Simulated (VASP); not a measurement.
InSe (k07), 8 atoms in the cell. It takes space group P6_3/mmc (No. 194, hexagonal). Conventional cell: a = 4.050 Å, b = 4.050 Å, c = 16.930 Å, α = 90.00°, β = 90.00°, γ = 120.00°. In (site symmetry 3m) has 3 Se at 2.52 Å and 1 In at 3.15 Å within 3.3 Å. Se (site symmetry 3m) has 3 In at 2.52 Å within 3.3 Å. 

```yaml
Program: VASP 6.6.1
Task: single point
Functional: PBE
Dispersion: D3(BJ)
Potentials_or_basis: VASP PAW PBE potentials, release 64 (In_d, Se)
Cutoff: 500 eV
k_mesh: 6 × 6 × 1
Occupations: gaussian, width 0.1 eV
Spin: no spin polarisation
Dipole_correction: no
Further_INCAR_settings: ALGO = Normal; EDIFF = 1e-06; NBANDS = 48
```

Potentials or basis: VASP PAW PBE potentials, release 64 (In_d, Se).

Command:

```sh
$ cat potpaw_PBE.64/In_d/POTCAR potpaw_PBE.64/Se/POTCAR > POTCAR
$ mpirun -np 1 vasp_std > vasp.out
```

Hardware: 1 thread of AMD EPYC 7R13, on a shared host.

Estimate the wall time of this run.

It took 2.9 min on 1 thread of AMD EPYC 7R13 (shared host), peak memory 0.31 GiB. Counts: scf iterations 15, k points 7.
